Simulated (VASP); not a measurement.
A run of VASP 6.6.1 is set up as follows.

INCAR

```
  ALGO = Normal
  EDIFF = 1E-6
  ENCUT = 600
  GGA = PE
  GGA_COMPAT = False
  ISIF = 2
  ISMEAR = 0
  LASPH = True
  LCHARG = False
  LREAL = False
  LWAVE = False
  NBANDS = 11
  NELM = 120
  PREC = Accurate
  SIGMA = 0.1
```

File KPOINTS:

```
k-points
0
Gamma
  6 6 6
```

The input POSCAR:

```
BeS
1.0
    0.0000000000      2.4351516489      2.4351516489
    2.4351516489      0.0000000000      2.4351516489
    2.4351516489      2.4351516489      0.0000000000
Be S
1 1
Direct
    0.0000000000      0.0000000000      0.0000000000
    0.7500000000      0.7500000000      0.7500000000
```

Potentials or basis: VASP PAW PBE potentials, release 64 (Be, S).

The run is started by

```console
$ cat potpaw_PBE.64/Be/POTCAR potpaw_PBE.64/S/POTCAR > POTCAR
$ mpirun -np 1 vasp_std > vasp.out
```

Question: Predict the pressure.

Answer: 0.4 GPa.

Question: Estimate the band gap on the k mesh.

Answer: 3.14 eV (least direct gap 5.67 eV).

A k mesh can miss the band edges.
